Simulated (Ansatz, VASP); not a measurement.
# Cs in VASP and in Ansatz

```xyz
1
Lattice="-3.0225 3.0678 3.0225 3.0225 -3.0678 3.0225 3.0225 3.0678 -3.0225" Properties=species:S:1:pos:R:3 pbc="T T T"
Cs    0.0000    0.0000    0.0000
```

Change from the starting cell: strain +0.0150 x Voigt [0, 1, 0, 0, 0, 0], atoms carried along.

Alike in both runs: task single point; functional PBEsol; k mesh 12 × 12 × 12; occupations gaussian, width 0.15 eV; no spin polarisation.

```csv
,VASP,Ansatz
version,VASP 6.6.1,Ansatz 0.2.0
potentials or method,"VASP PAW PBE potentials, release 64 (Cs_sv), cutoff 520 eV","scalar-relativistic, plane waves, PAW"
valence electrons in the cell,9,9
```

```tsv
	VASP	Ansatz	Ansatz less VASP
gap on the k mesh at the Fermi level (eV)	none	none	-
pressure (GPa)	-0.1	-0.1	+0.01
```

VASP's potentials were made for PBE, not for PBEsol. A gap of «none» marks a metal or a gap that the smearing closes.

Neither program's run includes spin-orbit coupling.
